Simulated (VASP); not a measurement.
# C in VASP: further runs

C is run at these levels: PBE; tasks: single point.

Program: VASP 6.6.1. These are calculated values, not measurements. Logs are shortened: lines on timing, memory, paths and dates and some standing lists are left out, and cuts for length are marked.

**1. The cell of the first run**

The cell holds a disordered packing, 16 atoms: a = 5.470 Å, b = 5.191 Å, c = 5.355 Å, α = 88.84°, β = 88.99°, γ = 90.17°.

**2. Single point, PBE**

File INCAR:

```
PREC = Accurate
ENCUT = 520
EDIFF = 1E-6
ISMEAR = -1
SIGMA = 0.05
LREAL = Auto
LASPH = True
NELM = 120
ALGO = Normal
ISIF = 2
LWAVE = False
LCHARG = False
GGA = PE
ISYM = -1
NBANDS = 46
GGA_COMPAT = False
```

File KPOINTS:

```
explicit points
1
Reciprocal
  0.25000000   0.25000000   0.25000000 1
```

File POSCAR:

```
C
1.0
    5.4696720000     -0.0080320000      0.0476870000
   -0.0080320000      5.1910130000      0.0535580000
    0.0476870000      0.0535580000      5.3543890000
C
16
Direct
    0.5960070139      0.2537754565      0.7100981097
    0.9003488036      0.6679141754      0.3100644946
    0.0350899340      0.0788503602      0.6081929420
    0.2289996946      0.1262336214      0.4597624250
    0.7351236683      0.7605562502      0.7412175854
    0.8813988763      0.8409260917      0.5356085283
    0.7636919956      0.4487369427      0.7808109136
    0.3877226143      0.5229057565      0.3493709339
    0.1298390131      0.2973310161      0.0494547394
    0.2835489906      0.0912679975      0.1779958961
    0.6033469948     -0.0306007368      0.8500859960
   -0.0120904918      0.2807009822      0.8386691322
    0.4400748521      0.3052347303      0.5105909169
    0.5722252303      0.7003927562      0.2398187095
    0.4923534452      0.9265085782      0.1011148415
    0.0927076503      0.5182337980      0.2339005411
```

Potentials or basis: VASP PAW PBE potentials, release 64 (C).

On the command line:

```
cat potpaw_PBE.64/C/POTCAR > POTCAR
mpirun -np 1 vasp_std > vasp.out
```

OUTCAR:

```text
PREC = Accurate
   ENCUT = 520
   EDIFF = 1E-6
   ISMEAR = -1
   LREAL = Auto
   LASPH = True
   NELM = 120
   ISIF = 2
   GGA = PE
   ISYM = -1

 ion  position               nearest neighbor table
   1  0.596  0.254  0.710-  13 1.40   7 1.43  11 1.64
   2  0.900  0.668  0.310-  16 1.37   6 1.52  14 1.85
   3  0.035  0.079  0.608-   4 1.33   6 1.55  12 1.65
   4  0.229  0.126  0.460-   3 1.33  13 1.51  10 1.55
   5  0.735  0.761  0.741-   6 1.41  11 1.43   7 1.64
   6  0.881  0.841  0.536-   5 1.41   2 1.52   3 1.55
[... 8 lines left out ...]
  15  0.492  0.927  0.101-  14 1.45  11 1.48  10 1.49
  16  0.093  0.518  0.234-   2 1.37   9 1.54   8 1.74

IMPORTANT INFORMATION: All symmetrisations will be switched off!
NOSYMM: (Re-)initialisation of all symmetry stuff for point group C_1.

----------------------------------------------------------------------------------------

                                     Primitive cell

  volume of cell :     152.0000

  direct lattice vectors                    reciprocal lattice vectors
     5.469672000 -0.008032000  0.047687000     0.182840983  0.000299740 -0.001631408
    -0.008032000  5.191013000  0.053558000     0.000299740  0.192661001 -0.001929787
     0.047687000  0.053558000  5.354389000    -0.001631408 -0.001929787  0.186796505

  length of vectors
     5.469885771  5.191295497  5.354869193     0.182848507  0.192670899  0.186813597

  position of ions in fractional coordinates (direct lattice)
     0.596007014  0.253775457  0.710098110
     0.900348804  0.667914175  0.310064495
     0.035089934  0.078850360  0.608192942
     0.228999695  0.126233621  0.459762425
     0.735123668  0.760556250  0.741217585
     0.881398876  0.840926092  0.535608528
[... 8 lines left out ...]
     0.492353445  0.926508578  0.101114841
     0.092707650  0.518233798  0.233900541

  ion indices of the primitive-cell ions
   primitive index   ion index
                 1           1
                 2           2
                 3           3
                 4           4
                 5           5
                 6           6
[... 8 lines left out ...]
                15          15
                16          16

----------------------------------------------------------------------------------------

 KPOINTS: explicit points

Read explicit list of k-points.

 Found      1 k-points:

 Following reciprocal coordinates:
            Coordinates               Weight
  0.250000  0.250000  0.250000      1.000000
   k-points           NKPTS =      1   k-points in BZ     NKDIM =      1   number of bands    NBANDS=     46
   number of dos      NEDOS =    301   number of ions     NIONS =     16
   total plane-waves  NPLWV =  67200
   dimension x,y,z NGX =    42 NGY =   40 NGZ =   40
   dimension x,y,z NGXF=    84 NGYF=   80 NGZF=   80
   ions per type =              16
   NGX,Y,Z   is equivalent  to a cutoff of  12.77, 12.81, 12.42 a.u.
   NGXF,Y,Z  is equivalent  to a cutoff of  25.53, 25.62, 24.84 a.u.
 SYSTEM =  unknown system
   PREC   = accura    normal or accurate (medium, high low for compatibility)
   ISTART =      0    job   : 0-new  1-cont  2-samecut
   ICHARG =      2    charge: 1-file 2-atom 10-const
   ISPIN  =      1    spin polarized calculation?
   LNONCOLLINEAR =      F non collinear calculations
   LSORBIT =      F    spin-orbit coupling
   LASPH  =      T    aspherical Exc in radial PAW
   ENCUT  =  520.0 eV  38.22 Ry    6.18 a.u.  10.17  9.65  9.96*2*pi/ulx,y,z
   NELM   =    120;   NELMIN=  2; NELMDL= -5     # of ELM steps
   EDIFF  = 0.1E-05   stopping-criterion for ELM
   LREAL  =      T    real-space projection
   EDIFFG = 0.1E-04   stopping-criterion for IOM
   NSW    =      0    number of steps for IOM
   IBRION =     -1    ionic relax: 0-MD 1-quasi-New 2-CG
   NFREE  =      0    steps in history (QN), initial steepest desc. (CG)
   ISIF   =      2    stress and relaxation
   ISYM   =     -1    0-nonsym 1-usesym 2-fastsym
   POTIM  = 0.5000    time-step for ionic-motion
   TEBEG  =    0.0;   TEEND  =   0.0 temperature during run
   PSTRESS=    0.0 pullay stress
   NELECT =      64.0000    total number of electrons
   NUPDOWN=      -1.0000    fix difference up-down
   EMIN   =  10.00;   EMAX   =-10.00  energy-range for DOS
   EFERMI =   0.00;   METHOD = LEGACY
   ISMEAR =    -1;   SIGMA  =   0.05  broadening in eV -4-tet -1-fermi 0-gaus
   EFERMI_NEDOS =   21; number of points for ismear=-14 and -15
   IALGO  =     38    algorithm
   IMIX   =      4    mixing-type and parameters
     AMIX     =   0.40;   BMIX     =  1.00
     AMIX_MAG =   1.60;   BMIX_MAG =  1.00
  volume/ion in A,a.u.               =       9.50        64.11
  Fermi-wavevector in a.u.,A,eV,Ry     =   1.227026  2.318742 20.484818  1.505592
  Thomas-Fermi vector in A             =   2.362004
   LORBIT       =      0    0 simple, 1 ext, 2 COOP (PROOUT), +10 PAW based schemes
   GGA     = PE    functional components
   LHFCALC =     F    Hartree Fock is set to
   AEXX    =    0.0000 exact exchange contribution
   IVDW    =     0    specifies the selected vdW correction
   LEPSILON=     F    determine dielectric tensor
   LRPA    =     F    only Hartree local field effects (RPA)
 non-spin polarized calculation
  energy-cutoff  :      520.00
  volume of cell :      152.00
 maximum number of plane-waves:      4091
 NGX is ok and might be reduce to    40
   NGX = 21   NGY = 19   NGZ = 19

 number of electron      63.9999998 magnetization

 Free energy of the ion-electron system (eV)
  ---------------------------------------------------
  ext. energy  EPLUGINS =         0.00000000
  ---------------------------------------------------
  free energy    TOTEN  =      -133.31947041 eV

  energy without entropy =     -133.31912130  energy(sigma->0) =     -133.31929586

 E-fermi :   3.9810     XC(G=0): -10.1642

 val. band max:        3.5503527381   @ k =   0.2500   0.2500   0.2500
 cond. band min:       4.4117238806   @ k =   0.2500   0.2500   0.2500
 fundamental gap:      0.8613711425
 Fermi energy:         3.9810383072

 k-point     1 :       0.2500    0.2500    0.2500
  band No.  band energies     occupation
      1     -14.2805      2.00000
      2     -13.2920      2.00000
      3     -12.5973      2.00000
      4     -11.9251      2.00000
      5     -10.9633      2.00000
      6     -10.5861      2.00000
[... 36 lines left out ...]
     43      10.2155      0.00000
     44      11.0324      0.00000
 [bands above 44 left out]

------------------------ aborting loop because EDIFF is reached ----------------------------------------

  FORCE on cell =-STRESS in cart. coord.  units (eV):
  Direction    XX          YY          ZZ          XY          YZ          ZX
  --------------------------------------------------------------------------------------
  -------------------------------------------------------------------------------------
  Total      -19.5813521    -29.2212566     -9.3927565     13.9842536     -2.4458809     -2.8785722
  in kB     -206.3999526   -308.0107003    -99.0056499    147.4029606    -25.7811457    -30.3419882
  external PRESSURE =    -204.4721009 kB  Pullay stress =       0.0000000 kB

 VOLUME and BASIS-vectors are now :
 -----------------------------------------------------------------------------
  energy-cutoff  :      520.00
  volume of cell :      152.00
      direct lattice vectors                 reciprocal lattice vectors
     5.469672000 -0.008032000  0.047687000     0.182840983  0.000299740 -0.001631408
    -0.008032000  5.191013000  0.053558000     0.000299740  0.192661001 -0.001929787
     0.047687000  0.053558000  5.354389000    -0.001631408 -0.001929787  0.186796505

 POSITION                                       TOTAL-FORCE (eV/Angst)
 -----------------------------------------------------------------------------------
      3.29179      1.35060      3.84415         0.476715     -0.806243      0.240581
      4.93403      3.47653      1.73891        -1.445761      1.228224      1.318339
      0.22030      0.44161      3.26240        -0.887520     -0.109257      0.754065
      1.27346      0.67807      2.47943         2.341025     -0.020839     -1.668807
      4.05012      3.98185      4.04456        -0.472129     -0.756729     -0.589872
      4.83975      4.38686      2.95493         0.986817      0.719947     -0.421116
[... 8 lines left out ...]
      2.69039      4.81098      0.61451        -1.463457      1.807345     -1.391955
      0.51407      2.70194      1.28457         2.243314     -0.503800     -0.179560
 -----------------------------------------------------------------------------------
    total drift:                               -0.008088      0.030682      0.020052

  FREE ENERGIE OF THE ION-ELECTRON SYSTEM (eV)
  ---------------------------------------------------
  free  energy   TOTEN  =      -133.3194704090 eV

  energy  without entropy=     -133.3191213016  energy(sigma->0) =     -133.31929586
```

Wall time 11 s (1 thread of AMD EPYC 9R45 (Zen 5), shared host); peak memory 0.19 GiB.

Results:

| Item | Value |
| --- | --- |
| Free energy | -133.3195 eV |
| Pressure | -20.4 GPa |
| Largest force | 3.734 eV/Å |

Forces on the atoms (eV/Å):
```
C    0.477 -0.806  0.241
C   -1.446  1.228  1.318
C   -0.888 -0.109  0.754
C    2.341 -0.021 -1.669
C   -0.472 -0.757 -0.590
C    0.987  0.720 -0.421
C    0.562 -0.233  0.970
C    0.965  1.386  0.460
C   -0.654 -0.438  1.012
C    0.325 -1.295 -0.011
C    0.610 -0.040  0.732
C   -0.243 -0.609 -1.386
C   -3.509  0.957 -0.843
C    0.165 -1.286  1.005
C   -1.463  1.807 -1.392
C    2.243 -0.504 -0.180
```

Stress tensor (GPa, compression positive):
```
-20.64  14.74  -3.03
 14.74 -30.80  -2.58
 -3.03  -2.58  -9.90
```

Caveat: the atoms stand as in a frame of molecular dynamics.

**3. Single point, PBE**

File INCAR:

```
PREC = Accurate ; ENCUT = 520
EDIFF = 1E-6 ; ISMEAR = -1
SIGMA = 0.05 ; LREAL = Auto
LASPH = T ; NELM = 120
ALGO = Normal ; ISIF = 2
LWAVE = F ; LCHARG = F
GGA = PE ; NBANDS = 46
ISYM = -1 ; GGA_COMPAT = F
```

KPOINTS is that of step 2.

File POSCAR:

```
C
1.0
    5.4696720000     -0.0080320000      0.0476870000
   -0.0080320000      5.1910130000      0.0535580000
    0.0476870000      0.0535580000      5.3543890000
C
16
Direct
    0.5901241496      0.2254105314      0.6893065133
    0.8851106776      0.6507607364      0.3021540429
    0.0211226407      0.0735657439      0.5859241251
    0.2208551617      0.0993363183      0.4309680947
    0.7127265833      0.7233361808      0.7231991864
    0.8623623875      0.8223914164      0.5239172734
    0.7494683008      0.4152851496      0.7651726954
    0.3546352659      0.5253671682      0.3608355488
    0.1228273477      0.2778387694      0.0328034148
    0.2771942219      0.0668138263      0.1525819331
    0.6018783974     -0.0547377208      0.8418631645
   -0.0333543158      0.2545939080      0.8151501556
    0.4052035137      0.2948518932      0.5003656593
    0.5535470142      0.6931983325      0.2492537780
    0.4755545834      0.9076421218      0.0994734846
    0.0890390919      0.5032337069      0.2260436815
```

Potentials or basis: VASP PAW PBE potentials, release 64 (C).

On the command line:

```
cat potpaw_PBE.64/C/POTCAR > POTCAR
mpirun -np 1 vasp_std > vasp.out
```

OUTCAR:

```text
PREC = Accurate
   ENCUT = 520
   EDIFF = 1E-6
   ISMEAR = -1
   LREAL = Auto
   LASPH = T
   NELM = 120
   ISIF = 2
   GGA = PE
   ISYM = -1

 ion  position               nearest neighbor table
   1  0.590  0.225  0.689-   7 1.39  13 1.48  11 1.66
   2  0.885  0.651  0.302-  16 1.41   6 1.50  14 1.85
   3  0.021  0.074  0.586-   4 1.36  12 1.59   6 1.61
   4  0.221  0.099  0.431-   3 1.36  13 1.49  10 1.53
   5  0.713  0.723  0.723-   6 1.42  11 1.46   7 1.62
   6  0.862  0.822  0.524-   5 1.42   2 1.50   3 1.61
[... 8 lines left out ...]
  15  0.476  0.908  0.099-  10 1.39  14 1.43  11 1.54
  16  0.089  0.503  0.226-   2 1.41   9 1.59   8 1.64

IMPORTANT INFORMATION: All symmetrisations will be switched off!
NOSYMM: (Re-)initialisation of all symmetry stuff for point group C_1.

----------------------------------------------------------------------------------------

                                     Primitive cell

  volume of cell :     152.0000

  direct lattice vectors                    reciprocal lattice vectors
     5.469672000 -0.008032000  0.047687000     0.182840983  0.000299740 -0.001631408
    -0.008032000  5.191013000  0.053558000     0.000299740  0.192661001 -0.001929787
     0.047687000  0.053558000  5.354389000    -0.001631408 -0.001929787  0.186796505

  length of vectors
     5.469885771  5.191295497  5.354869193     0.182848507  0.192670899  0.186813597

  position of ions in fractional coordinates (direct lattice)
     0.590124150  0.225410531  0.689306513
     0.885110678  0.650760736  0.302154043
     0.021122641  0.073565744  0.585924125
     0.220855162  0.099336318  0.430968095
     0.712726583  0.723336181  0.723199186
     0.862362387  0.822391416  0.523917273
[... 8 lines left out ...]
     0.475554583  0.907642122  0.099473485
     0.089039092  0.503233707  0.226043682

  ion indices of the primitive-cell ions
   primitive index   ion index
                 1           1
                 2           2
[... 66 lines left out ...]
  Fermi-wavevector in a.u.,A,eV,Ry     =   1.227026  2.318742 20.484818  1.505592
  Thomas-Fermi vector in A             =   2.362004
   LORBIT       =      0    0 simple, 1 ext, 2 COOP (PROOUT), +10 PAW based schemes
   GGA     = PE    functional components
   LHFCALC =     F    Hartree Fock is set to
   AEXX    =    0.0000 exact exchange contribution
   IVDW    =     0    specifies the selected vdW correction
   LEPSILON=     F    determine dielectric tensor
   LRPA    =     F    only Hartree local field effects (RPA)
 non-spin polarized calculation
  energy-cutoff  :      520.00
  volume of cell :      152.00
 maximum number of plane-waves:      4091
 NGX is ok and might be reduce to    40
   NGX = 21   NGY = 19   NGZ = 19

 number of electron      64.0000002 magnetization

 Free energy of the ion-electron system (eV)
  ---------------------------------------------------
  ext. energy  EPLUGINS =         0.00000000
  ---------------------------------------------------
  free energy    TOTEN  =      -133.32579236 eV

  energy without entropy =     -133.32578473  energy(sigma->0) =     -133.32578855

 E-fermi :   4.1030     XC(G=0): -10.1687

 val. band max:        3.4630942389   @ k =   0.2500   0.2500   0.2500
 cond. band min:       4.7429083679   @ k =   0.2500   0.2500   0.2500
 fundamental gap:      1.2798141290
 Fermi energy:         4.1030012488

 k-point     1 :       0.2500    0.2500    0.2500
  band No.  band energies     occupation
      1     -14.3406      2.00000
      2     -13.3219      2.00000
      3     -12.6138      2.00000
      4     -11.9879      2.00000
      5     -10.9944      2.00000
      6     -10.5043      2.00000
[... 36 lines left out ...]
     43      10.5901      0.00000
     44      10.9519      0.00000
 [bands above 44 left out]

------------------------ aborting loop because EDIFF is reached ----------------------------------------

  FORCE on cell =-STRESS in cart. coord.  units (eV):
  Direction    XX          YY          ZZ          XY          YZ          ZX
  --------------------------------------------------------------------------------------
  -------------------------------------------------------------------------------------
  Total      -18.8071769    -29.3715212    -14.2484120     11.1569125     -1.2712782     -3.4408551
  in kB     -198.2396511   -309.5945843   -150.1873585    117.6009805    -13.4000834    -36.2688099
  external PRESSURE =    -219.3405313 kB  Pullay stress =       0.0000000 kB

 VOLUME and BASIS-vectors are now :
 -----------------------------------------------------------------------------
  energy-cutoff  :      520.00
  volume of cell :      152.00
      direct lattice vectors                 reciprocal lattice vectors
     5.469672000 -0.008032000  0.047687000     0.182840983  0.000299740 -0.001631408
    -0.008032000  5.191013000  0.053558000     0.000299740  0.192661001 -0.001929787
     0.047687000  0.053558000  5.354389000    -0.001631408 -0.001929787  0.186796505

 POSITION                                       TOTAL-FORCE (eV/Angst)
 -----------------------------------------------------------------------------------
      3.25885      1.20229      3.73103        -2.142411     -0.889196     -0.481450
      4.85045      3.38718      1.69491        -0.583635      0.360431      0.508867
      0.14288      0.41309      3.14221        -0.642964     -2.185355     -0.162697
      1.22776      0.53696      2.32342         0.023972      0.834274      0.507631
      3.92706      3.78786      3.94502         0.496510      1.353315      0.325742
      4.73522      4.29018      2.89043         1.041499      0.529008     -0.673408
[... 8 lines left out ...]
      2.59858      4.71309      0.60391         1.097015      0.997640     -3.756786
      0.49375      2.62368      1.24152         0.052517      0.060534     -0.337896
 -----------------------------------------------------------------------------------
    total drift:                                0.004706     -0.020246      0.019710

  FREE ENERGIE OF THE ION-ELECTRON SYSTEM (eV)
  ---------------------------------------------------
  free  energy   TOTEN  =      -133.3257923620 eV

  energy  without entropy=     -133.3257847290  energy(sigma->0) =     -133.32578855
```

OSZICAR:

```text
N       E                     dE             d eps       ncg     rms          rms(c)
DAV:   1     0.224589971871E+03    0.22459E+03   -0.31499E+04    92   0.128E+03
DAV:   2    -0.117781932184E+03   -0.34237E+03   -0.32331E+03   114   0.261E+02
DAV:   3    -0.138903168610E+03   -0.21121E+02   -0.20740E+02   112   0.628E+01
DAV:   4    -0.139369292775E+03   -0.46612E+00   -0.46418E+00   112   0.990E+00
DAV:   5    -0.139389190585E+03   -0.19898E-01   -0.19893E-01   128   0.188E+00    0.150E+01
DAV:   6    -0.134638545209E+03    0.47506E+01   -0.48476E+00   104   0.978E+00    0.860E+00
DAV:   7    -0.133300119426E+03    0.13384E+01   -0.43133E+00   112   0.867E+00    0.264E+00
DAV:   8    -0.133318956075E+03   -0.18837E-01   -0.27587E-01   112   0.241E+00    0.130E+00
DAV:   9    -0.133323686472E+03   -0.47304E-02   -0.31609E-02   112   0.874E-01    0.371E-01
DAV:  10    -0.133325144167E+03   -0.14577E-02   -0.42729E-03   112   0.328E-01    0.956E-02
DAV:  11    -0.133325567394E+03   -0.42323E-03   -0.79596E-04   128   0.134E-01    0.486E-02
DAV:  12    -0.133325716189E+03   -0.14880E-03   -0.10425E-04   112   0.535E-02    0.241E-02
DAV:  13    -0.133325786385E+03   -0.70196E-04   -0.67757E-05   104   0.367E-02    0.534E-03
DAV:  14    -0.133325791416E+03   -0.50303E-05   -0.48451E-06   104   0.109E-02    0.259E-03
DAV:  15    -0.133325792362E+03   -0.94630E-06   -0.11848E-06    80   0.522E-03
   1 F= -.13332579E+03 E0= -.13332579E+03  d E =-.763294E-05
```

Wall time 10 s (1 thread of AMD EPYC 9R45 (Zen 5), shared host); peak memory 0.19 GiB.

What came out:

```
Free energy   : -133.3258 eV
Pressure      : -21.9 GPa
Largest force : 4.039 eV/Å
```

Forces on the atoms (eV/Å):
```
C   -2.142 -0.889 -0.481
C   -0.584  0.360  0.509
C   -0.643 -2.185 -0.163
C    0.024  0.834  0.508
C    0.497  1.353  0.326
C    1.041  0.529 -0.673
C    0.028  1.104  0.553
C    1.316 -0.341 -0.063
C   -1.272 -0.316 -0.227
C   -1.616  0.482  1.314
C   -0.313 -0.912  0.531
C    2.379 -0.267  0.928
C   -0.426  0.450  0.295
C    0.560 -1.260  0.739
C    1.097  0.998 -3.757
C    0.053  0.061 -0.338
```

Stress tensor (GPa, compression positive):
```
-19.82  11.76  -3.63
 11.76 -30.96  -1.34
 -3.63  -1.34 -15.02
```

Caveat: the atoms stand as in a frame of molecular dynamics.

(Continued in part 2 of 2.)
